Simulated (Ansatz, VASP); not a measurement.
## One calculation of MoS2, two programs

```
Mo S
1.0
     3.14936    0.00000    0.00000
    -1.57468    2.72742    0.00000
     0.00000    0.00000   12.09177
Mo S
2 4
Direct
  0.33333 0.66667 0.25000
  0.66667 0.33333 0.75000
  0.31335 0.62670 0.62380
  0.64668 0.29337 0.12380
  0.35332 0.70663 0.87620
  0.68665 0.37330 0.37620
```

Change from the starting cell: mode 10 frozen in at -0.109 Å and mode 16 at +0.040 Å (largest displacements).

Alike in both runs: task single point; functional PBE; dispersion D3(BJ); k mesh 12 × 12 × 4; occupations gaussian, width 0.05 eV; no spin polarisation.

|  | VASP | Ansatz |
| --- | --- | --- |
| version | VASP 6.6.1 | Ansatz 0.2.0 |
| potentials or method | VASP PAW PBE potentials, release 64 (Mo_sv, S), cutoff 520 eV | scalar-relativistic, plane waves, PAW |
| valence electrons in the cell | 52 | 52 |

|  | VASP | Ansatz | Ansatz less VASP |
| --- | --- | --- | --- |
| gap on the k mesh at the Fermi level (eV) | 0.81 | 0.79 | -0.015 |
| least direct gap on the mesh (eV) | 1.61 | 1.61 | -0.004 |
| pressure (GPa) | 4.8 | 5.0 | +0.17 |
| traceless stress, the component that is largest in VASP (GPa) | -10.23 | -10.27 | -0.041 |
| rms of the force components (eV/Å) | 0.708 | 0.715 | +0.0076 |

Atom by atom the forces differ by 0.009 eV/Å (rms over components).
